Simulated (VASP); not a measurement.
# Al3FeCo2 (P-3m1) in VASP: a series of runs, part 2 of 2

VASP 6.6.1. Earlier steps stand in the parts before.

### Step 3. Single point, PBE (volume scaled by 1.10, then relaxed in part)

INCAR

```
PREC = Accurate ; ENCUT = 520
EDIFF = 1E-7 ; ISMEAR = 0
SIGMA = 0.1 ; LREAL = F
LASPH = T ; NELM = 60
ALGO = Fast ; ISIF = 2
LWAVE = F ; LCHARG = F
GGA = PE ; NBANDS = 26
```

KPOINTS

```
Automatic mesh
0
Gamma
  12 12 8
```

POSCAR

```
Al3FeCo2
1.0
    4.1695481018      0.0000000000      0.0000000000
   -2.0847740509      3.6109345785      0.0000000000
    0.0000000000      0.0000000000      5.1034182438
Al Fe Co
3 1 2
Direct
    0.0000000000      0.0000000000      0.0000000000
    0.6666666667      0.3333333333      0.3343755797
    0.3333333333      0.6666666667      0.6656244203
    0.0000000000      0.0000000000      0.5000000000
    0.3333333333      0.6666666667      0.1657251848
    0.6666666667      0.3333333333      0.8342748152
```

Potentials or basis: VASP PAW PBE potentials, release 64 (Al, Fe, Co).

Launch:

```sh
$ cat potpaw_PBE.64/Al/POTCAR potpaw_PBE.64/Fe/POTCAR potpaw_PBE.64/Co/POTCAR > POTCAR
$ mpirun -np 1 vasp_std > vasp.out
```

OUTCAR:

```text
PREC = Accurate
   ENCUT = 520
   EDIFF = 1E-7
   ISMEAR = 0
   LREAL = F
   LASPH = T
   NELM = 60
   ISIF = 2
   GGA = PE

 ion  position               nearest neighbor table
   1  0.000  0.000  0.000-   5 2.55   6 2.55   6 2.55   5 2.55   6 2.55   5 2.55   4 2.55   4 2.55
                             2 2.95   3 2.95   3 2.95   2 2.95   2 2.95   3 2.95
   2  0.667  0.333  0.334-   6 2.55   4 2.55   4 2.55   4 2.55   6 2.55   5 2.56   5 2.56   5 2.56
                             3 2.94   3 2.94   3 2.94   1 2.95   1 2.95   1 2.95
   3  0.333  0.667  0.666-   5 2.55   4 2.55   4 2.55   4 2.55   5 2.55   6 2.56   6 2.56   6 2.56
                             2 2.94   2 2.94   2 2.94   1 2.95   1 2.95   1 2.95
   4  0.000  0.000  0.500-   2 2.55   3 2.55   2 2.55   3 2.55   2 2.55   3 2.55   1 2.55   1 2.55
                             6 2.95   5 2.95   6 2.95   5 2.95   5 2.95   6 2.95
   5  0.333  0.667  0.166-   3 2.55   1 2.55   1 2.55   1 2.55   3 2.55   2 2.56   2 2.56   2 2.56
                             6 2.94   6 2.94   6 2.94   4 2.95   4 2.95   4 2.95
   6  0.667  0.333  0.834-   2 2.55   1 2.55   1 2.55   1 2.55   2 2.55   3 2.56   3 2.56   3 2.56
                             5 2.94   5 2.94   5 2.94   4 2.95   4 2.95   4 2.95

  LATTYP: Found a hexagonal cell.
 ALAT       =     4.1695481018
 C/A-ratio  =     1.2239739461

  Lattice vectors:

 A1 = (   4.1695481018,   0.0000000000,   0.0000000000)
 A2 = (  -2.0847740509,   3.6109345785,   0.0000000000)
 A3 = (   0.0000000000,   0.0000000000,   5.1034182438)

Analysis of symmetry for initial positions (statically):
=====================================================================
 Subroutine PRICEL returns:
 Original cell was already a primitive cell.

 Routine SETGRP: Setting up the symmetry group for a
 hexagonal supercell.

 Subroutine GETGRP returns: Found 12 space group operations
 (whereof 12 operations were pure point group operations)
 out of a pool of 24 trial point group operations.

The static configuration has the point symmetry D_3d.

Analysis of symmetry for dynamics (positions and initial velocities):
=====================================================================
[... 144 lines left out ...]
   LHFCALC =     F    Hartree Fock is set to
   AEXX    =    0.0000 exact exchange contribution
   IVDW    =     0    specifies the selected vdW correction
   LEPSILON=     F    determine dielectric tensor
   LRPA    =     F    only Hartree local field effects (RPA)
 non-spin polarized calculation
 RMM-DIIS sequential band-by-band and
 Gauss-broadening in eV      SIGMA  =   0.10
  energy-cutoff  :      520.00
  volume of cell :       76.84
 maximum number of plane-waves:      2125
 NGX is ok and might be reduce to    32
   NGX = 15   NGY = 15   NGZ = 19

 number of electron      34.9999993 magnetization

 Free energy of the ion-electron system (eV)
  ---------------------------------------------------
  ext. energy  EPLUGINS =         0.00000000
  ---------------------------------------------------
  free energy    TOTEN  =       -36.39511056 eV

  energy without entropy =      -36.38158388  energy(sigma->0) =      -36.38834722

 E-fermi :   8.3724     XC(G=0): -11.7846

 val. band max:        8.3689757302   @ k =   0.2500   0.2500   0.5000
 cond. band min:       8.3760945237   @ k =   0.1667  -0.0000   0.0000
 fundamental gap:      0.0071187935
 Fermi energy:         8.3723983085

 k-point     1 :       0.0000    0.0000    0.0000
  band No.  band energies     occupation
      1      -1.6619      2.00000
      2       3.3592      2.00000
      3       3.3716      2.00000
      4       5.7617      2.00000
      5       5.7617      2.00000
      6       5.8729      2.00000
[... 685 lines left out ...]
     25      13.3267      0.00000
     26      14.0241      0.00000

 [... further k-points ...]

------------------------ aborting loop because EDIFF is reached ----------------------------------------

  FORCE on cell =-STRESS in cart. coord.  units (eV):
  Direction    XX          YY          ZZ          XY          YZ          ZX
  --------------------------------------------------------------------------------------
  -------------------------------------------------------------------------------------
  Total       -6.7266480     -6.7266480     -6.7313239      0.0000000      0.0000000     -0.0000000
  in kB     -140.2618337   -140.2618337   -140.3593354      0.0000000      0.0000000     -0.0000000
  external PRESSURE =    -140.2943342 kB  Pullay stress =       0.0000000 kB

 VOLUME and BASIS-vectors are now :
 -----------------------------------------------------------------------------
  energy-cutoff  :      520.00
  volume of cell :       76.84
      direct lattice vectors                 reciprocal lattice vectors
     4.169548102  0.000000000  0.000000000     0.239834144  0.138468308  0.000000000
    -2.084774051  3.610934579  0.000000000     0.000000000  0.276936615  0.000000000
     0.000000000  0.000000000  5.103418244     0.000000000  0.000000000  0.195947099

 POSITION                                       TOTAL-FORCE (eV/Angst)
 -----------------------------------------------------------------------------------
      0.00000      0.00000      0.00000         0.000000      0.000000     -0.000000
      2.08477      1.20364      1.70646         0.000000     -0.000000      0.005533
     -0.00000      2.40729      3.39696        -0.000000      0.000000     -0.005533
      0.00000      0.00000      2.55171         0.000000      0.000000     -0.000000
     -0.00000      2.40729      0.84576         0.000000      0.000000      0.003752
      2.08477      1.20364      4.25765        -0.000000     -0.000000     -0.003752
 -----------------------------------------------------------------------------------
    total drift:                               -0.000000      0.000000      0.000000

  FREE ENERGIE OF THE ION-ELECTRON SYSTEM (eV)
  ---------------------------------------------------
  free  energy   TOTEN  =       -36.3951105564 eV

  energy  without entropy=      -36.3815838794  energy(sigma->0) =      -36.38834722
```

OSZICAR:

```text
N       E                     dE             d eps       ncg     rms          rms(c)
DAV:   1     0.199418184182E+03    0.19942E+03   -0.13822E+04  6812   0.138E+03
DAV:   2    -0.299193150117E+02   -0.22934E+03   -0.21683E+03  6812   0.304E+02
DAV:   3    -0.411097013876E+02   -0.11190E+02   -0.10611E+02  7824   0.850E+01
[... 10 lines left out ...]
RMM:  14    -0.363951049345E+02   -0.14502E-04   -0.59506E-04  9610   0.142E-01    0.490E-02
RMM:  15    -0.363951092414E+02   -0.43069E-05   -0.94730E-05  9293   0.587E-02    0.197E-02
RMM:  16    -0.363951097859E+02   -0.54446E-06   -0.23053E-05  8668   0.323E-02    0.118E-02
RMM:  17    -0.363951105205E+02   -0.73459E-06   -0.82000E-06  9910   0.154E-02    0.427E-03
RMM:  18    -0.363951106291E+02   -0.10864E-06   -0.10507E-06  7589   0.541E-03    0.241E-03
RMM:  19    -0.363951105564E+02    0.72720E-07   -0.13946E-07  4657   0.299E-03
   1 F= -.36395111E+02 E0= -.36388347E+02  d E =-.135267E-01
```

Wall time 3.8 min (1 thread of Intel Xeon 6975P-C, shared host); peak memory 0.4 GiB.

What came out:

* Free energy: -36.3951 eV
* Pressure: -14.0 GPa
* Largest force: 0.006 eV/Å

Forces on the atoms (eV/Å):
```
Al   0.000  0.000  0.000
Al   0.000  0.000  0.006
Al   0.000  0.000 -0.006
Fe   0.000  0.000  0.000
Co   0.000  0.000  0.004
Co   0.000  0.000 -0.004
```

Caveat: the cell differs from its parent crystal (volume scaled by 1.10, then relaxed in part).

### Step 4. Single point, PBE, collinear spin, ferromagnetic start

This run uses another cell than the first one, of 13.19 Å³/atom, 1.132 times its volume.

INCAR

```
PREC     = Accurate       # precision mode
ENCUT    = 520            # plane-wave cutoff, eV
EDIFF    = 1E-6           # SCF threshold, eV
ISMEAR   = 0              # smearing method
SIGMA    = 0.1            # smearing width, eV
LREAL    = F              # projectors in reciprocal space
LASPH    = T              # aspherical terms in the spheres
NELM     = 150            # most SCF steps
ALGO     = Normal         # electronic algorithm
ISIF     = 2              # what is computed and relaxed
LWAVE    = F              # write WAVECAR
LCHARG   = F              # write CHGCAR
ISPIN    = 2              # spin polarisation
MAGMOM   = 0 0 0 4 3 3    # initial moments
LORBIT   = 11             # projections on sites
LMAXMIX  = 4              # l up to which the mixer works
GGA      = PE             # functional
NBANDS   = 30             # bands
```

KPOINTS

```
regular mesh
0
Gamma
  6 6 4
```

POSCAR

```
Al3FeCo2
1.0
    4.2094985400      0.0000000000      0.0000000000
   -2.1047492700      3.6455326700      0.0000000000
    0.0000000000      0.0000000000      5.1555617500
Al Fe Co
3 1 2
Direct
    0.0000000000      0.0000000000      0.0000000000
    0.6666666700      0.3333333300      0.3333333300
    0.3333333300      0.6666666700      0.6666666700
    0.0000000000      0.0000000000      0.5000000000
    0.3333333300      0.6666666700      0.1666666700
    0.6666666700      0.3333333300      0.8333333300
```

Launch:

```sh
$ cat potpaw_PBE.64/Al/POTCAR potpaw_PBE.64/Fe/POTCAR potpaw_PBE.64/Co/POTCAR > POTCAR
$ mpirun -np 1 vasp_std > vasp.out
```

Wall time 2.5 min (1 thread of Intel Xeon 6975P-C, shared host); peak memory 0.28 GiB.

Results (log left out):

- Free energy: -36.1660 eV
- Pressure: -17.0 GPa
- Largest force: 0.022 eV/Å
- Net moment: 0.25 μB per cell
- Site moments: Al -0.00; Fe +0.41; Co -0.08 μB
- Valence electrons inside the program's atomic spheres: Al 0.76, 0.77; Fe 7.23; Co 8.22

Forces on the atoms (eV/Å):
```
Al   0.000  0.000  0.000
Al   0.000  0.000  0.022
Al   0.000  0.000 -0.022
Fe   0.000  0.000  0.000
Co   0.000  0.000 -0.005
Co   0.000  0.000  0.005
```

Levels at points of the mesh, in eV from the Fermi level:
Spin up:
```tsv
k point	band 14	band 15	band 16	band 17	band 18	band 19	band 20	band 21	band 22	band 23
(0.00, 0.00, 0.00)	-0.56	-0.56	-0.27	-0.27	-0.26	2.77	2.77	2.91	2.91	4.10
(0.50, 0.00, 0.00)	-0.93	-0.80	-0.71	-0.71	-0.52	0.25	1.25	1.48	2.56	3.22
(0.00, 0.00, 0.50)	-0.59	-0.59	0.28	0.28	2.76	2.76	2.76	3.29	3.65	3.65
(0.50, 0.00, 0.50)	-0.87	-0.77	-0.70	-0.57	-0.18	0.59	1.41	1.59	3.02	3.32
```
Spin down:
```
           k point  band 16  band 17  band 18  band 19  band 20  band 21
(0.00, 0.00, 0.00)    -0.12    -0.12    -0.05     2.75     2.75     3.02
(0.50, 0.00, 0.00)    -0.59    -0.44    -0.30     0.40     1.18     1.64
(0.00, 0.00, 0.50)     0.39     0.39     2.77     2.77     2.78     3.28
(0.50, 0.00, 0.50)    -0.46    -0.28    -0.07     0.71     1.36     1.77
```

Caveat: the moment fell far below its start of 4 μB, so a state of higher moment may lie lower in energy.
